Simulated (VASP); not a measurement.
Runs of VASP 6.6.1 on PbS. The structure is that of space group P-6m2 (No. 187), or close to it. The cells are those of the table. 

```csv
task,level,potentials or basis,spin,cell,k mesh,cutoff (eV),smearing,grid for exact exchange (PRECFOCK),share of exact exchange,screening parameter,gap on the mesh (eV),pressure (GPa)
single point,PBE,"VASP PAW PBE potentials, release 64 (Pb_d, S)",off,"a = 4.090, b = 4.090, c = 3.788 Å, angles 90.0, 90.0, 120.0°, 2 atoms",8 × 8 × 7,520,gaussian 0.014 eV,-,-,-,0.21,0.0
single point,PBEsol,"VASP PAW PBE potentials, release 64 (Pb_d, S)",off,"a = 3.989, b = 3.989, c = 3.745 Å, angles 90.0, 90.0, 120.0°, 2 atoms",8 × 8 × 7,520,fermi-dirac 0.05 eV,-,-,-,none,-0.1
single point,PBE0,"VASP PAW PBE potentials, release 64 (Pb_d, S)",off,"a = 4.034, b = 4.034, c = 3.737 Å, angles 90.0, 90.0, 120.0°, 2 atoms",4 × 4 × 4,520,fermi-dirac 0.05 eV,Normal,0.25,-,1.09,1.0
relaxation of cell and atoms,B3LYP,"VASP PAW PBE potentials, release 64 (Pb_d, S)",off,"relaxed from a = 4.090, b = 4.090, c = 3.788 Å, angles 90.0, 90.0, 120.0°, 2 atoms",4 × 4 × 4,600,fermi-dirac 0.05 eV,Normal,0.2,-,1.32,0.0
single point,RPBE+D4,"VASP PAW PBE potentials, release 64 (Pb_d, S)",off,"a = 4.012, b = 4.012, c = 3.781 Å, angles 90.0, 90.0, 120.0°, 2 atoms",8 × 8 × 7,520,fermi-dirac 0.05 eV,-,-,-,0.10,-0.1
single point,r2SCAN,"VASP PAW PBE potentials, release 64 (Pb_d, S)",off,"a = 4.117, b = 4.117, c = 3.813 Å, angles 90.0, 90.0, 120.0°, 2 atoms",8 × 8 × 7,520,fermi-dirac 0.05 eV,-,-,-,0.42,(b)
single point,r2SCAN,"VASP PAW PBE potentials, release 64 (Pb_d, S)","non-collinear, zero start, SOC","a = 4.090, b = 4.090, c = 3.788 Å, angles 90.0, 90.0, 120.0°, 2 atoms",6 × 6 × 5,520,fermi-dirac 0.05 eV,-,-,-,-,-1.4
single point,LDA,"VASP PAW LDA potentials, release 64 (Pb_d, S)",off,"a = 4.090, b = 4.090, c = 3.788 Å, angles 90.0, 90.0, 120.0°, 2 atoms",8 × 8 × 7,520,fermi-dirac 0.05 eV,-,-,-,0.08,-4.4
single point,r2SCAN,"VASP PAW PBE potentials, release 64 (Pb_d, S)",off,"a = 4.062, b = 4.062, c = 3.763 Å, angles 90.0, 90.0, 120.0°, 2 atoms",8 × 8 × 7,520,fermi-dirac 0.05 eV,-,-,-,0.25,(a)
single point,PBE-based screened hybrid with 25 % exact exchange,"VASP PAW PBE potentials, release 64 (Pb_d, S)",off,"a = 4.090, b = 4.090, c = 3.788 Å, angles 90.0, 90.0, 120.0°, 2 atoms",4 × 4 × 4,520,fermi-dirac 0.05 eV,Normal,0.25,0.2 1/Å,0.65,-1.2
single point,HSE06,"VASP PAW PBE potentials, release 64 (Pb_d, S)",off,"a = 4.047, b = 4.047, c = 3.782 Å, angles 90.0, 90.0, 120.0°, 2 atoms",4 × 4 × 4,520,fermi-dirac 0.05 eV,Normal,0.25,0.2079 1/Å,0.47,-0.1
```

Question: Fill in the values left out.

Answer: (a) 0.1; (b) -1.9.

Caveats: some runs use coarse meshes; spin-orbit coupling is left out, which moves the levels of the heavy elements (at least some runs); the PAW data sets were made with another functional, which shifts forces and pressure a little (at least some runs); an odd mesh through Γ misses points on the zone boundary, where band edges can lie (at least some runs); semilocal functionals underestimate gaps, so a narrow gap can read as zero (at least some runs); the cell stands under tension (at least some runs).

A k mesh can miss the band edges, and rows without SOC leave out spin-orbit coupling on Pb.

A gap of «none» marks levels without a gap at the run's occupations.
